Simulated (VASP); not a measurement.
Wanted: the native input for a VASP 6.6.1 run.

```
Task                   : single point
Functional             : PBE
Potentials or basis    : VASP PAW PBE potentials, release 64 (Be, Te)
Cutoff                 : 520 eV
k mesh                 : 2 × 2 × 2
Occupations            : methfessel-paxton, width 0.0951 eV
Spin                   : no spin polarisation
Dipole correction      : no
Further INCAR settings : LREAL = Auto; ALGO = Normal; EDIFF = 1e-06; NBANDS = 44
```

The structure of Be7Te8 (a cell with a defect) lies in POSCAR:

```
Be7Te8
1.0
    0.0000000000      5.5810420000      5.5810420000
    5.5810420000      0.0000000000      5.5810420000
    5.5810420000      5.5810420000      0.0000000000
Be Te
7 8
Direct
    0.0010510582     -0.0174064270      0.0203420795
    0.0021276493      0.5178722002     -0.0169503293
   -0.0168801812      0.4083798330      0.4828583981
    0.4880814371      0.0148800170     -0.0141391160
    0.5215862916     -0.0165868668      0.5000317145
    0.5127917869      0.4832473040      0.0121893904
    0.4850255562      0.5183782885      0.5005470305
    0.1158013145      0.1461463648      0.1082021959
    0.1484633156      0.0503805562      0.6474050903
    0.1356464438      0.6028321414      0.1438468838
    0.1167791785      0.7034033250      0.6147060889
    0.6283209300      0.1114056300      0.1272944192
    0.6112726799      0.1466825550      0.6135120467
    0.6222225169      0.6385873821      0.1205740792
    0.6446556933      0.6035646211      0.6350872292
```

The input as run:

INCAR

```
SYSTEM = Be7Te8
PREC = Accurate ; ENCUT = 520
EDIFF = 1E-6 ; ISMEAR = 1
SIGMA = 0.0951 ; LREAL = Auto
LASPH = .TRUE. ; NELM = 80
ALGO = Normal ; ISIF = 2
LWAVE = .FALSE. ; LCHARG = .FALSE.
GGA = PE ; NBANDS = 44
```

KPOINTS

```
Automatic mesh
0
G
  2 2 2
  0 0 0
```

Potentials or basis: VASP PAW PBE potentials, release 64 (Be, Te).

The run is started by

```console
$ cat potpaw_PBE.64/Be/POTCAR potpaw_PBE.64/Te/POTCAR > POTCAR
$ mpirun -np 1 vasp_std > vasp.out
```

It gave:

```
Pressure      : 2.4 GPa
Largest force : 0.196 eV/Å
```

Caveat: the k points lie up to 0.49 Å⁻¹ apart.

It took 3.2 min on 1 thread of Intel(R) Xeon(R) Platinum 8488C (Sapphire Rapids), with other jobs on the host, peak memory 0.5 GiB.
